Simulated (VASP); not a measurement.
A run of VASP 6.6.1 is set up as follows.

The input INCAR:

```
SYSTEM = SiC
  ALGO = Normal
  EDIFF = 1E-6
  ENCUT = 600
  GGA = CA
  GGA_COMPAT = .FALSE.
  ISIF = 2
  ISMEAR = 0
  LASPH = .TRUE.
  LCHARG = .FALSE.
  LREAL = .FALSE.
  LWAVE = .FALSE.
  NBANDS = 26
  NELM = 120
  PREC = Accurate
  SIGMA = 0.05
```

KPOINTS

```
k-points
0
G
  10 6 6
  0 0 0
```

File POSCAR:

```
SiC
1.0
   -3.0561890844      0.0000000000      0.0000000000
    0.0000000000      0.0000000000     -5.0161734138
    0.0000000000     -5.2934747717      0.0000000000
Si C
4 4
Direct
    0.4967532432      0.9953958738      0.1666666667
    0.0369741521      0.9953958738      0.6666666667
   -0.0369741521      0.4953958738      0.3333333333
    0.5032467568      0.4953958738      0.8333333333
    0.4664026465      0.6196041262      0.1666666667
    0.0027148430      0.6196041262      0.6666666667
   -0.0027148430      0.1196041262      0.3333333333
    0.5335973535      0.1196041262      0.8333333333
```

Potentials or basis: VASP PAW LDA potentials, release 64 (Si, C).

Launch:

```sh
$ cat potpaw_LDA.64/Si/POTCAR potpaw_LDA.64/C/POTCAR > POTCAR
$ mpirun -np 1 vasp_std > vasp.out
```

(1) Predict the pressure.

(2) Predict the band gap on the k mesh.

## Answers

(1) 0.0 GPa.

(2) 2.04 eV.

Caveat: the cell differs from its parent crystal (atoms displaced along a vibrational mode).
